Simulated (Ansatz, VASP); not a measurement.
MoS2 in VASP and in Ansatz

File INCAR:

```
SYSTEM = MoS2
  PREC = Accurate
  ENCUT = 520
  EDIFF = 1E-6
  ISMEAR = -1
  SIGMA = 0.03
  LREAL = .FALSE.
  LASPH = .TRUE.
  NELM = 80
  ALGO = Normal
  ISIF = 2
  LWAVE = .FALSE.
  LCHARG = .TRUE.
  GGA = PE
  LELF = .TRUE.
  LVHAR = .TRUE.
  NBANDS = 35
```

Contents of KPOINTS:

```
Automatic mesh
0
G
  10 10 3
  0 0 0
```

Contents of POSCAR:

```
MoS2
1.0
    3.1610016016      0.0474150240      0.0474150240
   -1.5394381855      2.7138001764      0.0173551033
    0.1844250000      0.1844250000     12.2950000000
Mo S
2 4
Direct
    0.3333333333      0.6666666667      0.2500000000
    0.6666666667      0.3333333333      0.7500000000
    0.3333333333      0.6666666667      0.6275000000
    0.6666666667      0.3333333333      0.1275000000
    0.3333333333      0.6666666667      0.8725000000
    0.6666666667      0.3333333333      0.3725000000
```

Input for Ansatz:

```yaml
crystal:
  lattice:
    - [3.1610016016, 0.047415024, 0.047415024]
    - [-1.5394381855, 2.7138001764, 0.0173551033]
    - [0.184425, 0.184425, 12.295]
  atoms:
    - { symbol: Mo, position: [0.3333333333, 0.6666666667, 0.25] }
    - { symbol: Mo, position: [0.6666666667, 0.3333333333, 0.75] }
    - { symbol: S, position: [0.3333333333, 0.6666666667, 0.6275] }
    - { symbol: S, position: [0.6666666667, 0.3333333333, 0.1275] }
    - { symbol: S, position: [0.3333333333, 0.6666666667, 0.8725] }
    - { symbol: S, position: [0.6666666667, 0.3333333333, 0.3725] }
kpoints:
  mp_grid: { grid: [10, 10, 3] }
  band_path:
    path:
      - [0.0, 0.0, 0.0]
      - [0.0, -0.5, 0.0]
      - [0.0, 0.0, 0.5]
      - [0.0, 0.0, 0.0]
      - [-0.5, 0.0, 0.0]
      - [-0.5, 0.5, -0.5]
      - [0.0, 0.0, 0.0]
      - [-0.5, 0.0, -0.5]
      - [-0.5, 0.5, 0.0]
    npoints: 5
scf:
  occupations: { method: fermi_dirac, width: 0.03 }
hamiltonian:
  xc: pbe
  pseudopotentials: { kind: all_electron, lapw: { basis_error: 0.001 } }
output:
  forces: true
  stress: true
  eigenvalues: true
```

Change from the starting cell: equal xy, yz and zx shear strains of +3 %.

Alike in both runs: task single point; functional PBE; k mesh 10 × 10 × 3; occupations fermi-dirac, width 0.03 eV; no spin polarisation.

|  | VASP | Ansatz |
| --- | --- | --- |
| version | VASP 6.6.1 | Ansatz 0.2.0 |
| potentials or method | VASP PAW PBE potentials, release 64 (Mo_sv, S), cutoff 520 eV | all-electron LAPW, scalar-relativistic |

Ansatz gave:

```
pressure (GPa)                                                : 9.4
traceless stress, the component that is largest in VASP (GPa) : -4.51
rms of the force components (eV/Å)                            : 0.684
```

Task: Which values does VASP return?

Result: Pressure (GPa): 9.2; traceless stress, the component that is largest in VASP (GPa): -4.49; rms of the force components (eV/Å): 0.675.

Atom by atom the forces differ by 0.009 eV/Å (rms over components). Ansatz ran all-electron here, and VASP with PAW potentials.
